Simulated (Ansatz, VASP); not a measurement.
## MgSe in VASP and in Ansatz

```
Mg Se
1.0
     0.00000    2.69586    2.69586
     2.69586    0.00000    2.69586
     2.69586    2.69586    0.00000
Mg Se
1 1
Cartesian
  0.0000 0.0000 0.0000
  2.6959 2.6959 2.6959
```

Alike in both runs: functional LDA; k mesh 8 × 8 × 8; occupations gaussian, width 0.02 eV; no spin polarisation.

Ansatz relaxed the structure, and its values are those at the end. VASP's run is a single point on that final structure, the one shown.

|  | VASP | Ansatz |
| --- | --- | --- |
| version | VASP 6.6.1 | Ansatz 0.2.0 |
| potentials or method | VASP PAW LDA potentials, release 64 (Mg, Se), cutoff 600 eV | scalar-relativistic, plane waves, PAW |
| valence electrons in the cell | 8 | 26 |

Ansatz gave:

```
gap on the k mesh at the Fermi level (eV) : 1.72
least direct gap on the mesh (eV)         : 2.60
pressure (GPa)                            : 0.0
```

Task: What did VASP give for the same quantities?

Result: gap on the k mesh at the Fermi level (eV): 1.70; least direct gap on the mesh (eV): 2.62; pressure (GPa): -0.3.

Ansatz warns that its potentials were made for another functional, while VASP's fit it. LDA's correlation is that of Perdew and Zunger in VASP and of Perdew and Wang (1992) in Ansatz. VASP's potentials hold 8 valence electrons a cell and Ansatz's 26, so a difference there can come from the potentials and not from the codes.
